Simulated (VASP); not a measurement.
Here is a VASP 6.6.1 calculation.

INCAR

```
  PREC = Accurate
  ENCUT = 520
  EDIFF = 1E-6
  ISMEAR = 0
  SIGMA = 0.15
  LREAL = False
  LASPH = True
  NELM = 80
  ALGO = Fast
  ISIF = 2
  LWAVE = False
  LCHARG = True
  GGA = PS
  LELF = True
  LVHAR = True
  NBANDS = 21
```

KPOINTS

```
regular mesh
0
Gamma
  20 20 12
```

Contents of POSCAR:

```
Sn
1.0
   -1.8723950223      1.8723950223      1.8723950223
    1.8723950223     -1.8723950223      1.8723950223
    3.7447900446      3.7447900446      0.0000000000
Sn
2
Direct
    0.0534075336      0.0534075336      0.0000000000
    0.4465924664      0.4465924664      0.5000000000
```

Potentials or basis: VASP PAW PBE potentials, release 64 (Sn_d).

Command:

```bash
$ cat potpaw_PBE.64/Sn_d/POTCAR > POTCAR
$ mpirun -np 1 vasp_std > vasp.out
```

(1) Estimate the band gap on the k mesh.

(2) Predict the pressure.

(3) Predict the largest force.

Results:

(1) zero (bands 14 and 15 overlap by 6.47 eV).

(2) 0.3 GPa.

(3) 0.163 eV/Å.

Caveat: the cell differs from its parent crystal (atoms displaced along a vibrational mode); the PAW data sets were made with another functional, which shifts forces and pressure a little; spin-orbit coupling is left out, which moves the levels of the heavy elements.
